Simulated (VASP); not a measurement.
Input of a VASP 6.6.1 run:

Contents of INCAR:

```
ALGO = Fast ; EDIFF = 1E-7
ENCUT = 520 ; GGA = CA
ISIF = 2 ; ISMEAR = 0
LASPH = True ; LCHARG = True
LELF = True ; LREAL = False
LVHAR = True ; LWAVE = False
NBANDS = 8 ; NELM = 80
PREC = Accurate ; SIGMA = 0.1
```

The input KPOINTS:

```
k-points
0
Gamma
  2 2 2
```

File POSCAR:

```
Al
1.0
   -1.6123241171      1.5547757275      1.4473964884
    1.6475303432     -1.6138768655      1.5417038524
    1.5768244723      1.5783772207     -1.5064976264
Al
1
Direct
    0.0000000000      0.0000000000      0.0000000000
```

Potentials or basis: VASP PAW LDA potentials, release 64 (Al).

Command:

```sh
$ cat potpaw_LDA.64/Al/POTCAR > POTCAR
$ mpirun -np 1 vasp_std > vasp.out
```

(1) Predict the pressure.

Answers

(1) 1.9 GPa.

Caveat: the k points lie up to 1.48 Å⁻¹ apart.
